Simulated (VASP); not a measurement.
The system is SiB4Mo.

```xyz
6
Lattice="2.2484 -3.9840 0.0000 2.2484 3.9840 0.0000 0.0000 0.0000 3.6511" Properties=species:S:1:pos:R:3 pbc="T T T"
Si    0.0000    0.0000    1.8256
B     2.2484    2.5804    0.0000
B     2.2484   -2.5804    0.0000
B     1.1242    1.9920    1.8256
B     1.1242   -1.9920    1.8256
Mo    2.2484    0.0000    0.0000
```

The cell was built from a structure type or drawn by symmetry, and may not be a known phase.

```yaml
Program: VASP 6.6.1
Task: relaxation of cell and atoms
Functional: PBE
Potentials_or_basis: VASP PAW PBE potentials, release 64 (Si, B, Mo_sv)
Cutoff: 600 eV
k_mesh: 4 × 4 × 6
Occupations: gaussian, width 0.1 eV
Spin: no spin polarisation
```

At the start: pressure -35.5 GPa; volume 10.90 Å³/atom.

Question: How do energy, volume and symmetry change on relaxing?

Answer: Over 13 steps the energy falls by 471.8 meV/atom and the volume is 8.47 Å³/atom (-22.3 %); space group Cmmm (No. 65, to 0.1 Å) before and after.

The path:
```tsv
step	energy change (eV)	largest force (eV/Å)	pressure (GPa)	volume (Å³)
1	0.0000	0.6029	-35.45	65.41
2	-1.6348	0.9781	35.40	45.10
3	-2.1353	0.8106	1.33	50.46
4	-2.5498	0.5277	5.05	49.35
5	-2.6833	0.2512	9.04	48.67
6	-2.5301	0.1657	23.04	47.18
7	-2.7060	0.1153	12.40	48.25
8	-2.7839	0.0120	-5.79	52.56
9	-2.8277	0.0288	0.26	50.89
10	-2.8277	0.0296	0.47	50.83
11	-2.8295	0.0180	0.00	50.87
12	-2.8298	0.0110	-0.27	50.89
13	-2.8306	0.0123	0.21	50.79
```

Final structure:
```xyz
6
Lattice="2.0959 -4.0193 0.0000 2.0959 4.0193 0.0000 0.0000 0.0000 3.0146" Properties=species:S:1:pos:R:3 pbc="T T T"
Si    2.0959    4.0193    1.5073
B     2.0959    2.4829    0.0000
B     2.0959   -2.4829    3.0146
B     1.0480    2.0097    1.5073
B     3.1439    2.0097    1.5073
Mo    2.0959    0.0000    3.0146
```

Caveat: the k points lie up to 0.42 Å⁻¹ apart in the final cell, too coarse for converged energies and pressures of a metal; the volume moved by over 15 % at a fixed basis, so the end points are rough.
